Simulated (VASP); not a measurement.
Input of a VASP 6.6.1 run:

The input INCAR:

```
SYSTEM = GaAs
ALGO = Normal ; EDIFF = 1E-6
ENCUT = 500 ; GGA = CA
GGA_COMPAT = .FALSE. ; ISIF = 2
ISMEAR = 0 ; ISYM = 0
LASPH = .TRUE. ; LCHARG = .FALSE.
LREAL = .FALSE. ; LWAVE = .FALSE.
NBANDS = 16 ; NELM = 120
PREC = Accurate ; SIGMA = 0.02
```

The input KPOINTS:

```
Automatic mesh
0
Gamma
  12 12 12
  0.5 0.5 0.5
```

Contents of POSCAR:

```
GaAs
1.0
    0.0000000000      2.8016907855      2.8016907855
    2.8016907855      0.0000000000      2.8016907855
    2.8016907855      2.8016907855      0.0000000000
Ga As
1 1
Direct
    0.0000000000      0.0000000000      0.0000000000
    0.7500000000      0.7500000000      0.7500000000
```

Potentials or basis: VASP PAW LDA potentials, release 64 (Ga_d, As).

The run is started by

```console
$ cat potpaw_LDA.64/Ga_d/POTCAR potpaw_LDA.64/As/POTCAR > POTCAR
$ mpirun -np 1 vasp_std > vasp.out
```

(1) Predict the pressure.

(2) Predict the band gap on the k mesh.

Answers

(1) 0.3 GPa.

(2) 0.98 eV.

Caveat: a shifted mesh leaves out Γ, where band edges can lie.
